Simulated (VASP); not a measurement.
# Pb (Im-3m) in VASP: a series of runs

Runs on Pb. Level: PBE. Tasks: single point, relaxation of cell and atoms.

All numbers are computed with VASP 6.6.1; they aren't measurements. Logs are shortened: lines on timing, memory, paths and dates and some standing lists are left out, and cuts for length are marked.

**1. The cell of the first run**

Symmetry: Im-3m, No. 229, cubic system. Conventional cell: a = 3.189 Å, b = 3.189 Å, c = 3.189 Å, α = 90.00°, β = 90.00°, γ = 90.00°. Within 3.6 Å of Pb (site symmetry m-3m) lie 14 Pb at 2.76 to 3.19 Å.

**2. Single point, PBE**

The input, INCAR:

```
SYSTEM = Pb
PREC = Accurate
ENCUT = 520
EDIFF = 1E-6
ISMEAR = -1
SIGMA = 0.08
LREAL = .FALSE.
LASPH = .TRUE.
NELM = 60
ALGO = Normal
ISIF = 2
LWAVE = .FALSE.
LCHARG = .TRUE.
GGA = PE
LELF = .TRUE.
LVHAR = .TRUE.
NBANDS = 13
```

The input, KPOINTS:

```
Automatic mesh
0
G
  17 17 17
  0 0 0
```

The input, POSCAR:

```
Pb
1.0
   -1.5942587235      1.5942587235      1.5942587235
    1.5942587235     -1.5942587235      1.5942587235
    1.5942587235      1.5942587235     -1.5942587235
Pb
1
Direct
    0.0000000000      0.0000000000      0.0000000000
```

Potentials or basis: VASP PAW PBE potentials, release 64 (Pb_d).

Run with:

```bash
$ cat potpaw_PBE.64/Pb_d/POTCAR > POTCAR
$ mpirun -np 1 vasp_std > vasp.out
```

OUTCAR:

```text
SYSTEM = Pb
   PREC = Accurate
   ENCUT = 520
   EDIFF = 1E-6
   ISMEAR = -1
   LREAL = .FALSE.
   LASPH = .TRUE.
   NELM = 60
   ISIF = 2
   GGA = PE

 ion  position               nearest neighbor table
   1  0.000  0.000  0.000-

  LATTYP: Found a body centered cubic cell.
 ALAT       =     3.1885174470

  Lattice vectors:

 A1 = (  -1.5942587235,   1.5942587235,   1.5942587235)
 A2 = (   1.5942587235,  -1.5942587235,   1.5942587235)
 A3 = (   1.5942587235,   1.5942587235,  -1.5942587235)

Analysis of symmetry for initial positions (statically):
=====================================================================
 Subroutine PRICEL returns:
 Original cell was already a primitive cell.

 Routine SETGRP: Setting up the symmetry group for a
 body centered cubic supercell.

 Subroutine GETGRP returns: Found 48 space group operations
 (whereof 48 operations were pure point group operations)
 out of a pool of 48 trial point group operations.

The static configuration has the point symmetry O_h .

Analysis of symmetry for dynamics (positions and initial velocities):
=====================================================================
 Subroutine PRICEL returns:
 Original cell was already a primitive cell.

 Routine SETGRP: Setting up the symmetry group for a
 body centered cubic supercell.

 Subroutine GETGRP returns: Found 48 space group operations
 (whereof 48 operations were pure point group operations)
 out of a pool of 48 trial point group operations.

The dynamic configuration has the point symmetry O_h .

 Subroutine INISYM returns: Found 48 space group operations
 (whereof 48 operations are pure point group operations),
 and found     1 'primitive' translations

----------------------------------------------------------------------------------------

                                     Primitive cell

  volume of cell :      16.2083

  direct lattice vectors                    reciprocal lattice vectors
    -1.594258724  1.594258724  1.594258724     0.000000000  0.313625381  0.313625381
     1.594258724 -1.594258724  1.594258724     0.313625381  0.000000000  0.313625381
     1.594258724  1.594258724 -1.594258724     0.313625381  0.313625381  0.000000000

  length of vectors
     2.761337110  2.761337110  2.761337110     0.443533268  0.443533268  0.443533268

  position of ions in fractional coordinates (direct lattice)
     0.000000000  0.000000000  0.000000000

  ion indices of the primitive-cell ions
   primitive index   ion index
                 1           1

----------------------------------------------------------------------------------------

 KPOINTS: Automatic mesh

Automatic generation of k-mesh.
 Grid dimensions read from file:
 generate k-points for:   17   17   17

 Generating k-lattice:

  Cartesian coordinates                     Fractional coordinates (reciprocal lattice)
     0.000000000  0.018448552  0.018448552     0.058823529  0.000000000  0.000000000
     0.018448552  0.000000000  0.018448552     0.000000000  0.058823529  0.000000000
     0.018448552  0.018448552  0.000000000     0.000000000  0.000000000  0.058823529

  Length of vectors
     0.026090192  0.026090192  0.026090192

  Shift w.r.t. Gamma in fractional coordinates (k-lattice)
     0.000000000  0.000000000  0.000000000

 Subroutine IBZKPT returns following result:
 ===========================================

 Found    165 irreducible k-points:

 Following reciprocal coordinates:
            Coordinates               Weight
  0.000000  0.000000  0.000000      1.000000
  0.058824  0.000000  0.000000     12.000000
  0.117647  0.000000  0.000000     12.000000
  0.176471  0.000000  0.000000     12.000000
  0.235294  0.000000  0.000000     12.000000
  0.294118  0.000000  0.000000     12.000000
[... 16 lines left out ...]
  0.411765  0.117647  0.000000     48.000000
  0.176471  0.176471  0.000000     24.000000
 [... further k-points ...]
   k-points           NKPTS =    165   k-points in BZ     NKDIM =    165   number of bands    NBANDS=     13
   number of dos      NEDOS =    301   number of ions     NIONS =      1
   total plane-waves  NPLWV =  13824
   dimension x,y,z NGX =    24 NGY =   24 NGZ =   24
   dimension x,y,z NGXF=    48 NGYF=   48 NGZF=   48
   ions per type =               1
   NGX,Y,Z   is equivalent  to a cutoff of  14.45, 14.45, 14.45 a.u.
   NGXF,Y,Z  is equivalent  to a cutoff of  28.90, 28.90, 28.90 a.u.
 SYSTEM =  Pb
   PREC   = accura    normal or accurate (medium, high low for compatibility)
   ISTART =      0    job   : 0-new  1-cont  2-samecut
   ICHARG =      2    charge: 1-file 2-atom 10-const
   ISPIN  =      1    spin polarized calculation?
   LNONCOLLINEAR =      F non collinear calculations
   LSORBIT =      F    spin-orbit coupling
   LASPH  =      T    aspherical Exc in radial PAW
   ENCUT  =  520.0 eV  38.22 Ry    6.18 a.u.   5.13  5.13  5.13*2*pi/ulx,y,z
   NELM   =     60;   NELMIN=  2; NELMDL= -5     # of ELM steps
   EDIFF  = 0.1E-05   stopping-criterion for ELM
   LREAL  =      F    real-space projection
   EDIFFG = 0.1E-04   stopping-criterion for IOM
   NSW    =      0    number of steps for IOM
   IBRION =     -1    ionic relax: 0-MD 1-quasi-New 2-CG
   NFREE  =      0    steps in history (QN), initial steepest desc. (CG)
   ISIF   =      2    stress and relaxation
   ISYM   =      2    0-nonsym 1-usesym 2-fastsym
   POTIM  = 0.5000    time-step for ionic-motion
   TEBEG  =    0.0;   TEEND  =   0.0 temperature during run
   PSTRESS=    0.0 pullay stress
   NELECT =      14.0000    total number of electrons
   NUPDOWN=      -1.0000    fix difference up-down
   EMIN   =  10.00;   EMAX   =-10.00  energy-range for DOS
   EFERMI =   0.00;   METHOD = LEGACY
   ISMEAR =    -1;   SIGMA  =   0.08  broadening in eV -4-tet -1-fermi 0-gaus
   EFERMI_NEDOS =   21; number of points for ismear=-14 and -15
   IALGO  =     38    algorithm
   IMIX   =      4    mixing-type and parameters
     AMIX     =   0.40;   BMIX     =  1.00
     AMIX_MAG =   1.60;   BMIX_MAG =  1.00
  volume/ion in A,a.u.               =      16.21       109.38
  Fermi-wavevector in a.u.,A,eV,Ry     =   1.559093  2.946259 33.072650  2.430771
  Thomas-Fermi vector in A             =   2.662502
   LORBIT       =      0    0 simple, 1 ext, 2 COOP (PROOUT), +10 PAW based schemes
   GGA     = PE    functional components
   LHFCALC =     F    Hartree Fock is set to
   AEXX    =    0.0000 exact exchange contribution
   IVDW    =     0    specifies the selected vdW correction
   LEPSILON=     F    determine dielectric tensor
   LRPA    =     F    only Hartree local field effects (RPA)
 non-spin polarized calculation
  energy-cutoff  :      520.00
  volume of cell :       16.21
 maximum number of plane-waves:       453
 NGX is ok and might be reduce to    24
   NGX = 11   NGY = 11   NGZ = 11

 number of electron      13.9999999 magnetization

 Free energy of the ion-electron system (eV)
  ---------------------------------------------------
  ext. energy  EPLUGINS =         0.00000000
  ---------------------------------------------------
  free energy    TOTEN  =        -0.01814876 eV

  energy without entropy =       -0.01287327  energy(sigma->0) =       -0.01551102

 E-fermi :  17.3548     XC(G=0): -13.5974

 val. band max:       17.2604878772   @ k =   0.2941   0.1765   0.1176
 cond. band min:      17.3756483457   @ k =   0.2353   0.2353   0.1765
 fundamental gap:      0.1151604685
 Fermi energy:        17.3548376737

 k-point     1 :       0.0000    0.0000    0.0000
  band No.  band energies     occupation
      1      -1.7851      2.00000
      2      -1.7851      2.00000
      3      -1.7851      2.00000
      4      -0.9540      2.00000
      5      -0.6296      2.00000
      6      -0.6296      2.00000
      7      28.0147      0.00000
      8      28.0147      0.00000
      9      28.0147      0.00000
     10      32.3506      0.00000
     11      32.3506      0.00000
     12      32.3506      0.00000
     13      35.4115      0.00000

 k-point     2 :       0.0588    0.0000    0.0000
  band No.  band energies     occupation
      1      -1.8037      2.00000
      2      -1.7771      2.00000
      3      -1.7279      2.00000
      4      -0.8285      2.00000
      5      -0.6475      2.00000
      6      -0.6293      2.00000
      7      27.7394      0.00000
      8      27.9902      0.00000
      9      28.0972      0.00000
     10      31.1233      0.00000
     11      31.6504      0.00000
     12      31.7621      0.00000
     13      35.9072      0.00000

 k-point     3 :       0.1176    0.0000    0.0000
  band No.  band energies     occupation
      1      -1.8566      2.00000
      2      -1.7776      2.00000
      3      -1.5609      2.00000
      4      -0.7230      2.00000
      5      -0.6280      2.00000
      6      -0.4010      2.00000
      7      26.3773      0.00000
      8      27.6917      0.00000
      9      28.3312      0.00000
     10      29.7035      0.00000
     11      30.3834      0.00000
     12      30.9035      0.00000
     13      36.4587      0.00000
[... 305 lines left out ...]
 k-point    23 :       0.4118    0.1176    0.0000
  band No.  band energies     occupation
      1      -2.3124      2.00000
      2      -2.1595      2.00000
      3      -0.7246      2.00000
      4      -0.6841      2.00000
      5      -0.0336      2.00000
      6       8.2870      2.00000
      7      10.5090      2.00000
      8      20.3949      0.00000
      9      23.1454      0.00000
     10      30.1315      0.00000
     11      32.4683      0.00000
     12      33.5570      0.00000
     13      37.9975      0.00000

 k-point    24 :       0.1765    0.1765    0.0000
  band No.  band energies     occupation
      1      -2.0923      2.00000
      2      -1.7985      2.00000
      3      -0.9704      2.00000
      4      -0.8597      2.00000
      5      -0.5744      2.00000
      6       2.9304      2.00000
      7      19.1577      0.00000
      8      21.1659      0.00000
      9      25.0701      0.00000
     10      29.3994      0.00000
     11      32.0102      0.00000
     12      33.9917      0.00000
     13      37.0975      0.00000

 [... further k-points ...]

------------------------ aborting loop because EDIFF is reached ----------------------------------------

  FORCE on cell =-STRESS in cart. coord.  units (eV):
  Direction    XX          YY          ZZ          XY          YZ          ZX
  --------------------------------------------------------------------------------------
  -------------------------------------------------------------------------------------
  Total       14.1372790     14.1372790     14.1372790     -0.0000000      0.0000000     -0.0000000
  in kB     1397.4620224   1397.4620224   1397.4620224     -0.0000000      0.0000000     -0.0000000
  external PRESSURE =    1397.4620224 kB  Pullay stress =       0.0000000 kB

 VOLUME and BASIS-vectors are now :
 -----------------------------------------------------------------------------
  energy-cutoff  :      520.00
  volume of cell :       16.21
      direct lattice vectors                 reciprocal lattice vectors
    -1.594258724  1.594258724  1.594258724     0.000000000  0.313625381  0.313625381
     1.594258724 -1.594258724  1.594258724     0.313625381  0.000000000  0.313625381
     1.594258724  1.594258724 -1.594258724     0.313625381  0.313625381  0.000000000

 POSITION                                       TOTAL-FORCE (eV/Angst)
 -----------------------------------------------------------------------------------
      0.00000      0.00000      0.00000        -0.000000     -0.000000      0.000000
 -----------------------------------------------------------------------------------
    total drift:                                0.000000      0.000000     -0.000000

  FREE ENERGIE OF THE ION-ELECTRON SYSTEM (eV)
  ---------------------------------------------------
  free  energy   TOTEN  =        -0.0181487604 eV

  energy  without entropy=       -0.0128732739  energy(sigma->0) =       -0.01551102
```

It took 12 s on 1 thread of Intel Xeon 6975P-C (Granite Rapids), shared host; peak memory 0.16 GiB.

Results:

| Quantity | Value |
| --- | --- |
| Free energy | -0.0181 eV |
| Pressure | 139.7 GPa |
| Band gap on the k mesh | zero (band 7 reaches 28.01 eV, above the bottom of band 8 at 13.17 eV) |

Caveat: spin-orbit coupling is left out, which moves the levels of the heavy elements.

**3. Single point, PBE**

The input, INCAR:

```
  PREC = Accurate
  ENCUT = 520
  EDIFF = 1E-6
  ISMEAR = -1
  SIGMA = 0.08
  LREAL = False
  LASPH = True
  NELM = 100
  ALGO = Normal
  ISIF = 2
  LWAVE = False
  LCHARG = True
  GGA = PE
  LELF = True
  LVHAR = True
  NBANDS = 13
```

The input, KPOINTS:

```
Automatic mesh
0
Gamma
  17 17 17
```

The input, POSCAR:

```
Pb
1.0
   -1.5941088840      1.5941088840      1.5941088840
    1.5941088840     -1.5941088840      1.5941088840
    1.5941088840      1.5941088840     -1.5941088840
Pb
1
Direct
    0.0000000000      0.0000000000      0.0000000000
```

Potentials or basis: VASP PAW PBE potentials, release 64 (Pb_d).

Run with:

```bash
$ cat potpaw_PBE.64/Pb_d/POTCAR > POTCAR
$ mpirun -np 1 vasp_std > vasp.out
```

Wall time 13 s (1 thread of Intel Xeon 6975P-C (Granite Rapids), shared host); peak memory 0.16 GiB.

Results (log left out):

* Free energy: -0.0142 eV
* Pressure: 139.9 GPa
* Band gap on the k mesh: zero (band 7 reaches 28.02 eV, above the bottom of band 8 at 13.18 eV)

Levels at points of the mesh, in eV from the Fermi level:
```tsv
k point	band 5	band 6	band 7	band 8	band 9	band 10
(0.00, 0.00, 0.00)	-17.99	-17.99	10.66	10.66	10.66	15.00
```

Caveat: spin-orbit coupling is left out, which moves the levels of the heavy elements.

**4. Relaxation of cell and atoms, PBE, target pressure 140 GPa, at which the enthalpy is minimised**

The input, INCAR:

```
SYSTEM = Pb
PREC = Accurate
ENCUT = 600
EDIFF = 1E-6
ISMEAR = -1
SIGMA = 0.08
LREAL = .False.
LASPH = .True.
NELM = 100
ALGO = Normal
ISIF = 3
LWAVE = .False.
LCHARG = .False.
GGA = PE
IBRION = 2
NSW = 32
EDIFFG = -0.005
PSTRESS = 1400.0
```

The input, KPOINTS:

```
Automatic mesh
0
Gamma
  17 17 17
  0 0 0
```

The input, POSCAR:

```
Pb
1.0
   -1.5942587234      1.5942587234      1.5942587234
    1.5942587234     -1.5942587234      1.5942587234
    1.5942587234      1.5942587234     -1.5942587234
Pb
1
Direct
    0.0000000000      0.0000000000      0.0000000000
```

Run with:

```bash
$ cat potpaw_PBE.64/Pb_d/POTCAR > POTCAR
$ mpirun -np 1 vasp_std > vasp.out
```

Wall time 20 s (1 thread of Intel Xeon 6975P-C (Granite Rapids), shared host); peak memory 0.16 GiB.

It converged, with:

| Property | Result |
| --- | --- |
| Free energy | -0.0145 eV |
| Relaxed volume | 16.20 Å³/atom |
| Relaxed cell | a = 2.761 Å, b = 2.761 Å, c = 2.761 Å, α = 109.47°, β = 109.47°, γ = 109.47° |
| Space group after relaxing (to 0.05 Å) | Im-3m (No. 229) |
| Energy change on relaxing (the enthalpy is what falls) | +3.9 meV/atom |
| Ionic steps | 3 |
| Pressure after relaxing | 140.0 GPa |
| Band gap on the k mesh | zero (band 7 reaches 28.02 eV, above the bottom of band 8 at 13.18 eV) |

Step by step:
```csv
step,energy change (eV),largest force (eV/Å),pressure (GPa),volume (Å³)
1,0.0000,0.0000,139.84,16.21
2,0.0337,0.0000,141.23,16.17
3,0.0039,0.0000,140.04,16.20
```

Final structure:
```
CELL_PARAMETERS angstrom
-1.59411 1.59411 1.59411
1.59411 -1.59411 1.59411
1.59411 1.59411 -1.59411
ATOMIC_POSITIONS crystal
Pb 0.00000 0.00000 0.00000
```

Levels at points of the mesh, in eV from the Fermi level:
```csv
k point,band 3,band 4,band 5,band 6,band 7,band 8,band 9,band 10,band 11
"(0.00, 0.00, 0.00)",-19.14,-18.31,-17.99,-17.99,10.66,10.66,10.66,15.00,15.00
```

Caveat: the cell is relaxed towards a set pressure, so the enthalpy falls and the energy may rise; spin-orbit coupling is left out, which moves the levels of the heavy elements.

[end of part 1 of 2]
